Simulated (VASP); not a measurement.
# CaC2 (I4/mmm) in VASP: a series of runs, part 2 of 2

VASP 6.6.1. The steps go on from the part before.

## Step 4: Single point, LDA (strain +0.025 along x and y, -0.025 along z)

Contents of INCAR:

```
SYSTEM = CaC2
PREC = Accurate
ENCUT = 520
EDIFF = 1E-7
ISMEAR = 0
SIGMA = 0.05
LREAL = .False.
LASPH = .True.
NELM = 80
ALGO = Normal
ISIF = 2
LWAVE = .False.
LCHARG = .False.
NBANDS = 16
```

Contents of KPOINTS:

```
regular mesh
0
Gamma
  10 10 10
  0 0 0
```

Contents of POSCAR:

```
CaC2
1.0
   -1.9826560644      1.9826560644      3.1220584614
    1.9826560644     -1.9826560644      3.1220584614
    1.9826560644      1.9826560644     -3.1220584614
Ca C
1 2
Direct
    0.0000000000      0.0000000000      0.0000000000
    0.5978927200      0.5978927200      0.0000000000
    0.4021072800      0.4021072800      0.0000000000
```

Potentials or basis: VASP PAW LDA potentials, release 64 (Ca_sv, C).

The run is started by

```console
cat potpaw_LDA.64/Ca_sv/POTCAR potpaw_LDA.64/C/POTCAR > POTCAR
mpirun -np 1 vasp_std > vasp.out
```

OUTCAR:

```text
SYSTEM = CaC2
   PREC = Accurate
   ENCUT = 520
   EDIFF = 1E-7
   ISMEAR = 0
   LREAL = .False.
   LASPH = .True.
   NELM = 80
   ISIF = 2

 ion  position               nearest neighbor table
   1  0.000  0.000  0.000-   2 2.51   3 2.51
   2  0.598  0.598  0.000-   3 1.22   1 2.51
   3  0.402  0.402  0.000-   2 1.22   1 2.51

  LATTYP: Found a body centered tetragonal cell.
 ALAT       =     3.9653121288
 C/A-ratio  =     1.5746848470

  Lattice vectors:

 A1 = (  -1.9826560644,   1.9826560644,   3.1220584614)
 A2 = (   1.9826560644,  -1.9826560644,   3.1220584614)
 A3 = (   1.9826560644,   1.9826560644,  -3.1220584614)

Analysis of symmetry for initial positions (statically):
=====================================================================
 Subroutine PRICEL returns:
 Original cell was already a primitive cell.

 Routine SETGRP: Setting up the symmetry group for a
 body centered tetragonal supercell.

 Subroutine GETGRP returns: Found 16 space group operations
 (whereof 16 operations were pure point group operations)
 out of a pool of 16 trial point group operations.

The static configuration has the point symmetry D_4h.

Analysis of symmetry for dynamics (positions and initial velocities):
=====================================================================
 Subroutine PRICEL returns:
 Original cell was already a primitive cell.

 Routine SETGRP: Setting up the symmetry group for a
 body centered tetragonal supercell.

 Subroutine GETGRP returns: Found 16 space group operations
 (whereof 16 operations were pure point group operations)
 out of a pool of 16 trial point group operations.

The dynamic configuration has the point symmetry D_4h.

 Subroutine INISYM returns: Found 16 space group operations
 (whereof 16 operations are pure point group operations),
 and found     1 'primitive' translations

----------------------------------------------------------------------------------------

                                     Primitive cell
[... 109 lines left out ...]
   EFERMI_NEDOS =   21; number of points for ismear=-14 and -15
   IALGO  =     38    algorithm
   IMIX   =      4    mixing-type and parameters
     AMIX     =   0.40;   BMIX     =  1.00
     AMIX_MAG =   1.60;   BMIX_MAG =  1.00
  volume/ion in A,a.u.               =      16.36       110.43
  Fermi-wavevector in a.u.,A,eV,Ry     =   1.171747  2.214280 18.680667  1.372990
  Thomas-Fermi vector in A             =   2.308186
   LORBIT       =      0    0 simple, 1 ext, 2 COOP (PROOUT), +10 PAW based schemes
   GGA     = CA    functional components
   LHFCALC =     F    Hartree Fock is set to
   AEXX    =    0.0000 exact exchange contribution
   IVDW    =     0    specifies the selected vdW correction
   LEPSILON=     F    determine dielectric tensor
   LRPA    =     F    only Hartree local field effects (RPA)
 non-spin polarized calculation
 Gauss-broadening in eV      SIGMA  =   0.05
  energy-cutoff  :      520.00
  volume of cell :       49.09
 maximum number of plane-waves:      1350
   NGX = 15   NGY = 15   NGZ = 15

 number of electron      18.0000001 magnetization

 Free energy of the ion-electron system (eV)
  ---------------------------------------------------
  ext. energy  EPLUGINS =         0.00000000
  ---------------------------------------------------
  free energy    TOTEN  =       -22.04540814 eV

  energy without entropy =      -22.04540814  energy(sigma->0) =      -22.04540814

 E-fermi :   1.1669     XC(G=0):  -9.6770

 val. band max:        0.9587829772   @ k =  -0.4000  -0.4000   0.4000
 cond. band min:       2.4488081493   @ k =   0.5000   0.5000  -0.0000
 fundamental gap:      1.4900251722
 Fermi energy:         1.1668638570

 k-point     1 :       0.0000    0.0000    0.0000
  band No.  band energies     occupation
      1     -37.3880      2.00000
      2     -18.7077      2.00000
      3     -18.7077      2.00000
      4     -18.5682      2.00000
      5     -11.6477      2.00000
      6      -1.5891      2.00000
[... 433 lines left out ...]
      3     -18.7682      2.00000
      4     -18.6143      2.00000
      5     -11.2974      2.00000
      6      -2.4506      2.00000
[... 8 lines left out ...]
     15       8.8536      0.00000
     16       9.3525      0.00000

 [... further k-points ...]
[... 5 lines left out ...]
  --------------------------------------------------------------------------------------
  -------------------------------------------------------------------------------------
  Total       -1.8365666     -1.8365666      3.0016324      0.0000000      0.0000000      0.0000000
  in kB      -59.9406537    -59.9406537     97.9653065      0.0000000      0.0000000      0.0000000
  external PRESSURE =      -7.3053336 kB  Pullay stress =       0.0000000 kB

 VOLUME and BASIS-vectors are now :
 -----------------------------------------------------------------------------
  energy-cutoff  :      520.00
  volume of cell :       49.09
      direct lattice vectors                 reciprocal lattice vectors
    -1.982656064  1.982656064  3.122058461     0.000000000  0.252186957  0.160150749
     1.982656064 -1.982656064  3.122058461     0.252186957  0.000000000  0.160150749
     1.982656064  1.982656064 -3.122058461     0.252186957  0.252186957  0.000000000

 POSITION                                       TOTAL-FORCE (eV/Angst)
 -----------------------------------------------------------------------------------
      0.00000      0.00000      0.00000        -0.000000     -0.000000      0.000000
      0.00000      0.00000      3.73331        -0.000000     -0.000000      2.740656
      0.00000      0.00000      2.51080         0.000000      0.000000     -2.740656
 -----------------------------------------------------------------------------------
    total drift:                                0.000000      0.000000      0.000000

  FREE ENERGIE OF THE ION-ELECTRON SYSTEM (eV)
  ---------------------------------------------------
  free  energy   TOTEN  =       -22.0454081424 eV

  energy  without entropy=      -22.0454081424  energy(sigma->0) =      -22.04540814
```

Wall time 3 min (1 thread of AMD EPYC 7R13, shared host); peak memory 0.18 GiB.

What came out:

```
Free energy            : -22.0454 eV
Pressure               : -0.7 GPa
Largest force          : 2.741 eV/Å
Band gap on the k mesh : 1.49 eV, indirect (least direct gap 2.50 eV)
```

Forces on the atoms (eV/Å):
```
Ca   0.000  0.000  0.000
C    0.000  0.000  2.741
C    0.000  0.000 -2.741
```

Levels at points of the mesh, in eV from the valence-band top:
```csv
k point,band 6,band 7,band 8,band 9,band 10,band 11,band 12,band 13
"(0.00, 0.00, 0.00)",-2.55,-1.76,-0.92,-0.92,3.30,3.30,4.54,4.95
"(0.50, 0.00, 0.00)",-3.95,-2.10,-1.71,-0.62,5.13,6.04,6.18,6.24
"(0.50, 0.50, 0.00)",-2.61,-2.58,-1.44,-1.01,1.49,6.36,6.39,7.11
"(0.50, 0.50, 0.50)",-3.98,-1.57,-1.57,-0.04,3.26,5.73,6.32,6.95
```

Caveat: the cell differs from its parent crystal (strain +0.025 along x and y, -0.025 along z); forces of over 1 eV/Å act on the atoms, so gaps and moduli don't describe the material at rest. A k mesh can miss the band edges.

## Step 5: Summary

| cell | gap on the mesh (eV) | pressure (GPa) | largest force (eV/Å) |
| --- | --- | --- | --- |
| a = 4.137 Å, angles 122.7, 122.7, 85.3°, 3 atoms | 1.57 | 5.5 | 5.70 |
| a = 4.273 Å, angles 126.2, 126.2, 79.6°, 3 atoms | 1.06 | -8.3 | 1.87 |
| a = 4.196 Å, angles 123.6, 123.6, 83.9°, 3 atoms | 1.49 | -0.7 | 2.74 |

Alike in all rows: task single point; level LDA; potentials or basis VASP PAW LDA potentials, release 64 (Ca_sv, C); no spin polarisation; k mesh 10 × 10 × 10; cutoff (eV) 520; smearing gaussian 0.05 eV.

Caveats: forces of over 1 eV/Å act on the atoms, so gaps and moduli don't describe the material at rest.

Total energies depend on the potentials used, so only differences within one code and one set of settings carry meaning.
